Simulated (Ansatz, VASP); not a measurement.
# InRu2 in VASP and in Ansatz

File INCAR:

```
PREC = Accurate
ENCUT = 600
EDIFF = 1E-7
ISMEAR = 0
SIGMA = 0.1
LREAL = F
LASPH = T
NELM = 120
ALGO = Normal
ISIF = 3
LWAVE = F
LCHARG = F
GGA = PE
IBRION = 2
NSW = 90
EDIFFG = -0.04
GGA_COMPAT = F
NELMIN = 4
```

File KPOINTS:

```
Automatic mesh
0
Gamma
  6 6 2
```

Contents of POSCAR:

```
InRu2
1.0
    2.5377277700      0.0000000000      0.0000000000
   -1.2688638900      2.1977367200      0.0000000000
    0.0000000000      0.0000000000     12.4911177200
In Ru
1 2
Direct
    0.0000000000      0.0000000000      0.0000000000
    0.3333333300      0.6666666700      0.8978554600
    0.3333333300      0.6666666700      0.1021445400
```

Input for Ansatz:

```yaml
crystal:
  lattice:
    - [2.53772777, 0.0, 0.0]
    - [-1.26886389, 2.19773672, 0.0]
    - [0.0, 0.0, 12.49111772]
  atoms:
    - { symbol: In, position: [0.0, 0.0, 0.0] }
    - { symbol: Ru, position: [0.33333333, 0.66666667, 0.89785546] }
    - { symbol: Ru, position: [0.33333333, 0.66666667, 0.10214454] }
basis:
  ecutwfc: 420
kpoints:
  mp_grid: { grid: [6, 6, 2] }
hamiltonian:
  xc: pbe
scf:
  occupations: { method: gaussian, width: 0.1 }
  lower_state_search: "off"
output:
  forces: true
  stress: true
  eigenvalues: true
relax:
  adjacent_minimum: "off"
  f_tol: 0.04
  max_steps: 70
  cell: { stress_tol: 0.4 }
```

Change from the starting cell: species swapped into the Te2Mo type (P-6m2, No. 187).

Alike in both runs: task relaxation of cell and atoms; functional PBE; k mesh 6 × 6 × 2; occupations gaussian, width 0.1 eV; no spin polarisation.

|  | VASP | Ansatz |
| --- | --- | --- |
| version | VASP 6.6.1 | Ansatz 0.2.0 |
| potentials or method | VASP PAW PBE potentials, release 64 (In_d, Ru_sv), cutoff 600 eV | scalar-relativistic, plane waves, PAW |
| valence electrons in the cell | 45 | 45 |

|  | VASP | Ansatz | Ansatz less VASP |
| --- | --- | --- | --- |
| gap on the k mesh at the Fermi level, each at its own relaxed structure (eV) | none | none | - |
| relaxed volume (Å³/atom) | 24.63 | 30.34 | +5.703 |
| relaxed cell length with the largest relative difference (Å) | 10.833 | 13.338 | +2.5048 |

A gap of «none» marks a metal or a gap that the smearing closes. One of these differences is far larger than is usual between the two programs; its cause wasn't traced.

The k mesh is coarse, so the values compare programs but aren't converged.
